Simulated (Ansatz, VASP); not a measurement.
**NaF in VASP and in Ansatz**

```
CELL_PARAMETERS angstrom
0.00000 2.35055 2.35055
2.35055 0.00000 2.35055
2.35055 2.35055 0.00000
ATOMIC_POSITIONS crystal
Na 0.00000 0.00000 0.00000
F 0.50000 0.50000 0.50000
```

Alike in both runs: functional PBE; k mesh 8 × 8 × 8; occupations gaussian, width 0.02 eV; no spin polarisation.

Ansatz relaxed the structure, and its values are those at the end. VASP's run is a single point on that final structure, the one shown.

|  | VASP | Ansatz |
| --- | --- | --- |
| version | VASP 6.6.1 | Ansatz 0.2.0 |
| potentials or method | VASP PAW PBE potentials, release 64 (Na_pv, F), cutoff 600 eV | scalar-relativistic, plane waves, PAW |
| valence electrons in the cell | 14 | 16 |

Ansatz gave:

```
gap on the k mesh at the Fermi level (eV) : 6.09
least direct gap on the mesh (eV)         : 6.09
pressure (GPa)                            : 0.0
```

Question: What did VASP give for the same quantities?

Answer: gap on the k mesh at the Fermi level (eV): 6.07; least direct gap on the mesh (eV): 6.07; pressure (GPa): -0.3.

VASP's potentials hold 14 valence electrons a cell and Ansatz's 16, so a difference there can come from the potentials and not from the codes.
